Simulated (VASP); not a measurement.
# Ti4C in VASP: further runs, part 3 of 3

VASP 6.6.1. The steps go on from the part before.

## (4) Single point, LDA, collinear spin

The input, INCAR:

```
PREC = Accurate ; ENCUT = 520
EDIFF = 1E-6 ; ISMEAR = 0
SIGMA = 0.1 ; LREAL = False
LASPH = True ; NELM = 200
ALGO = Normal ; ISIF = 2
LWAVE = False ; LCHARG = False
ISPIN = 2 ; MAGMOM = 0 0 0 0 2
LORBIT = 11 ; LMAXMIX = 4
LDIPOL = True ; IDIPOL = 3
DIPOL = 0.5 0.5 0.351 ; NBANDS = 38
GGA_COMPAT = False ; NELMDL = -8
```

The input, KPOINTS:

```
Automatic mesh
0
Gamma
  9 9 1
```

The input, POSCAR:

```
Ti4C
1.0
    2.8641158420      0.0000000000      0.0000000000
   -1.4320579210      2.4803970786      0.0000000000
    0.0000000000      0.0000000000     23.7412386371
Ti C
4 1
Direct
    0.6666666667      0.3333333333      0.1684832060
    0.3333333333      0.6666666667      0.2640000202
    0.6666666667      0.3333333333      0.3633628936
    0.3333333333      0.6666666667      0.4524295805
    1.0000000000      0.0000000000      0.5050805824
```

Potentials or basis: VASP PAW LDA potentials, release 64 (Ti_sv, C).

Command:

```console
> cat potpaw_LDA.64/Ti_sv/POTCAR potpaw_LDA.64/C/POTCAR > POTCAR
> mpirun -np 1 vasp_std > vasp.out
```

OUTCAR:

```text
PREC = Accurate
   ENCUT = 520
   EDIFF = 1E-6
   ISMEAR = 0
   LREAL = False
   LASPH = True
   NELM = 200
   ISIF = 2
   ISPIN = 2
   LORBIT = 11
   NELMDL = -8

 ion  position               nearest neighbor table
   1  0.667  0.333  0.168-   2 2.81   2 2.81   2 2.81
   2  0.333  0.667  0.264-   1 2.81   1 2.81   1 2.81   3 2.88   3 2.88   3 2.88
   3  0.667  0.333  0.363-   4 2.68   4 2.68   4 2.68   2 2.88   2 2.88   2 2.88
   4  0.333  0.667  0.452-   5 2.07   5 2.07   5 2.07   3 2.68   3 2.68   3 2.68
   5  0.000  0.000  0.505-   4 2.07   4 2.07   4 2.07

  LATTYP: Found a hexagonal cell.
 ALAT       =     2.8641158420
 C/A-ratio  =     8.2892033517

  Lattice vectors:

 A1 = (   2.8641158420,   0.0000000000,   0.0000000000)
 A2 = (  -1.4320579210,   2.4803970786,   0.0000000000)
 A3 = (   0.0000000000,   0.0000000000,  23.7412386371)

Analysis of symmetry for initial positions (statically):
=====================================================================
 Subroutine PRICEL returns:
 Original cell was already a primitive cell.

 Routine SETGRP: Setting up the symmetry group for a
 hexagonal supercell.

 Subroutine GETGRP returns: Found  6 space group operations
 (whereof  6 operations were pure point group operations)
 out of a pool of 24 trial point group operations.

The static configuration has the point symmetry C_3v.

Analysis of symmetry for dynamics (positions and initial velocities):
=====================================================================
 Subroutine PRICEL returns:
 Original cell was already a primitive cell.

 Routine SETGRP: Setting up the symmetry group for a
 hexagonal supercell.

 Subroutine GETGRP returns: Found  6 space group operations
 (whereof  6 operations were pure point group operations)
 out of a pool of 24 trial point group operations.

The dynamic configuration has the point symmetry C_3v.

Analysis of structural, dynamic, and magnetic symmetry:
=====================================================================
 Subroutine PRICEL returns:
 Original cell was already a primitive cell.

 Routine SETGRP: Setting up the symmetry group for a
 hexagonal supercell.

 Subroutine GETGRP returns: Found  6 space group operations
 (whereof  6 operations were pure point group operations)
 out of a pool of 24 trial point group operations.

The overall configuration has the point symmetry C_3v.

 Subroutine INISYM returns: Found  6 space group operations
 (whereof  6 operations are pure point group operations),
 and found     1 'primitive' translations

----------------------------------------------------------------------------------------

                                     Primitive cell

  volume of cell :     168.6612

  direct lattice vectors                    reciprocal lattice vectors
     2.864115842  0.000000000  0.000000000     0.349147889  0.201580628  0.000000000
    -1.432057921  2.480397079  0.000000000     0.000000000  0.403161255  0.000000000
     0.000000000  0.000000000 23.741238637     0.000000000  0.000000000  0.042120802

  length of vectors
     2.864115842  2.864115842 23.741238637     0.403161255  0.403161255  0.042120802

  position of ions in fractional coordinates (direct lattice)
[... 81 lines left out ...]
   TEBEG  =    0.0;   TEEND  =   0.0 temperature during run
   PSTRESS=    0.0 pullay stress
   NELECT =      52.0000    total number of electrons
   NUPDOWN=      -1.0000    fix difference up-down
   EMIN   =  10.00;   EMAX   =-10.00  energy-range for DOS
   EFERMI =   0.00;   METHOD = LEGACY
   ISMEAR =     0;   SIGMA  =   0.10  broadening in eV -4-tet -1-fermi 0-gaus
   EFERMI_NEDOS =   21; number of points for ismear=-14 and -15
   IALGO  =     38    algorithm
   IMIX   =      4    mixing-type and parameters
     AMIX     =   0.40;   BMIX     =  1.00
     AMIX_MAG =   1.60;   BMIX_MAG =  1.00
  volume/ion in A,a.u.               =      33.73       227.64
  Fermi-wavevector in a.u.,A,eV,Ry     =   1.105955  2.089952 16.641790  1.223137
  Thomas-Fermi vector in A             =   2.242450
   LORBIT       =     11    0 simple, 1 ext, 2 COOP (PROOUT), +10 PAW based schemes
   GGA     = CA    functional components
   LHFCALC =     F    Hartree Fock is set to
   AEXX    =    0.0000 exact exchange contribution
   IVDW    =     0    specifies the selected vdW correction
   LEPSILON=     F    determine dielectric tensor
   LRPA    =     F    only Hartree local field effects (RPA)
 spin polarized calculation
 Gauss-broadening in eV      SIGMA  =   0.10
  energy-cutoff  :      520.00
  volume of cell :      168.66
 maximum number of plane-waves:      4577
 NGX is ok and might be reduce to    24
   NGX = 11   NGY = 11   NGZ = 89

 dipolmoment           0.000000      0.000000     -0.017483 electrons x Angstroem

 number of electron      52.0000003 magnetization       0.0193399

 number of electron      52.0000003 magnetization      -0.0543166

 dipolmoment           0.000000      0.000000      0.091491 electrons x Angstroem

 Free energy of the ion-electron system (eV)
  ---------------------------------------------------
  ext. energy  EPLUGINS =         0.00000000
  ---------------------------------------------------
  free energy    TOTEN  =       -39.97170513 eV

  energy without entropy =      -39.92727088  energy(sigma->0) =      -39.94948800

 E-fermi :   0.2106     XC(G=0):  -5.9084

 val. band max:        0.2018052497   @ k =   0.1111  -0.0000   0.0000
 cond. band min:       0.2138287166   @ k =   0.3333  -0.0000   0.0000
 fundamental gap:      0.0120234669
 Fermi energy:         0.2106478519

 spin component 1

 k-point     1 :       0.0000    0.0000    0.0000
  band No.  band energies     occupation
      1     -55.9436      1.00000
      2     -55.7259      1.00000
      3     -55.5365      1.00000
      4     -54.8298      1.00000
      5     -32.8033      1.00000
      6     -32.4783      1.00000
[... 481 lines left out ...]
     37       3.7294      0.00000
     38       4.3987      0.00000
 Fermi energy:         0.2106478519

 spin component 2

 k-point     1 :       0.0000    0.0000    0.0000
  band No.  band energies     occupation
      1     -55.9892      1.00000
      2     -55.7284      1.00000
      3     -55.5383      1.00000
      4     -54.8185      1.00000
      5     -32.8314      1.00000
      6     -32.4899      1.00000
[... 481 lines left out ...]
     37       3.7317      0.00000
     38       4.4073      0.00000

------------------------ aborting loop because EDIFF is reached ----------------------------------------

 vacuum level on the upper side and lower side of the slab       (xc-potential included)         1.131        -1.148

  FORCE on cell =-STRESS in cart. coord.  units (eV):
  Direction    XX          YY          ZZ          XY          YZ          ZX
  --------------------------------------------------------------------------------------
  -------------------------------------------------------------------------------------
  Total        0.2353057      0.2353057     -2.7062982      0.0000000     -0.0000000      0.0000000
  in kB        2.2352589      2.2352589    -25.7081647      0.0000000     -0.0000000      0.0000000
  external PRESSURE =      -7.0792156 kB  Pullay stress =       0.0000000 kB

 VOLUME and BASIS-vectors are now :
 -----------------------------------------------------------------------------
  energy-cutoff  :      520.00
  volume of cell :      168.66
      direct lattice vectors                 reciprocal lattice vectors
     2.864115842  0.000000000  0.000000000     0.349147889  0.201580628  0.000000000
    -1.432057921  2.480397079  0.000000000     0.000000000  0.403161255  0.000000000
     0.000000000  0.000000000 23.741238637     0.000000000  0.000000000  0.042120802

 POSITION                                       TOTAL-FORCE (eV/Angst)
 -----------------------------------------------------------------------------------
      1.43206      0.82680      4.00000         0.000000      0.000000      0.624399
     -0.00000      1.65360      6.26769        -0.000000     -0.000000     -0.436867
      1.43206      0.82680      8.62669         0.000000      0.000000     -1.087042
     -0.00000      1.65360     10.74124        -0.000000      0.000000      3.060019
      0.00000      0.00000     11.99124         0.000000     -0.000000     -2.160509
 -----------------------------------------------------------------------------------
    total drift:                               -0.000000      0.000000     -0.001844

  FREE ENERGIE OF THE ION-ELECTRON SYSTEM (eV)
  ---------------------------------------------------
  free  energy   TOTEN  =       -39.9717051316 eV

  energy  without entropy=      -39.9272708752  energy(sigma->0) =      -39.94948800

 vacuum level on the upper side and lower side of the slab         7.180         4.850

 total charge

# of ion       s       p       d       tot
------------------------------------------
    1        2.267   6.068   1.959  10.294
    2        2.263   6.126   1.954  10.343
    3        2.273   6.131   2.007  10.411
    4        2.266   6.194   2.159  10.619
    5        0.963   1.237   0.000   2.200
--------------------------------------------------
tot         10.032  25.757   8.079  43.867

 magnetization (x)

# of ion       s       p       d       tot
------------------------------------------
    1       -0.001  -0.005  -0.053  -0.058
    2        0.000  -0.000  -0.001  -0.001
    3       -0.000  -0.000  -0.002  -0.003
    4        0.000   0.000   0.013   0.014
    5        0.001   0.012   0.000   0.012
--------------------------------------------------
tot         -0.000   0.007  -0.042  -0.035
```

Wall time 11 min (1 thread of Intel Xeon 8259CL, shared host); peak memory 0.33 GiB.

What came out:

| Quantity | Value |
| --- | --- |
| Free energy | -39.9717 eV |
| Largest force | 3.060 eV/Å |
| Net moment | -0.05 μB per cell |
| Site moments | Ti -0.06, -0.00, +0.01 (each value once); C +0.01 μB |
| Valence electrons inside the program's atomic spheres | Ti 10.29, 10.34, 10.41, 10.62; C 2.20 |

Forces on the atoms (eV/Å):
```
Ti   0.000  0.000  0.624
Ti   0.000  0.000 -0.437
Ti   0.000  0.000 -1.087
Ti   0.000  0.000  3.060
C    0.000  0.000 -2.161
```

## (5) Overview

```tsv
cell	gap on the mesh (eV)	moment (μB)	largest force (eV/Å)
as given, atomic positions A	none	0.19	2.06
as given, atomic positions B	none	0.19	1.86
as given, atomic positions C	none	0.05	3.06
```

Alike in all rows: task single point; level LDA; potentials or basis VASP PAW LDA potentials, release 64 (Ti_sv, C); spin collinear; k mesh 9 × 9 × 1; cutoff (eV) 520; smearing gaussian 0.1 eV.

Absolute energies hang on the potentials; compare differences alone.
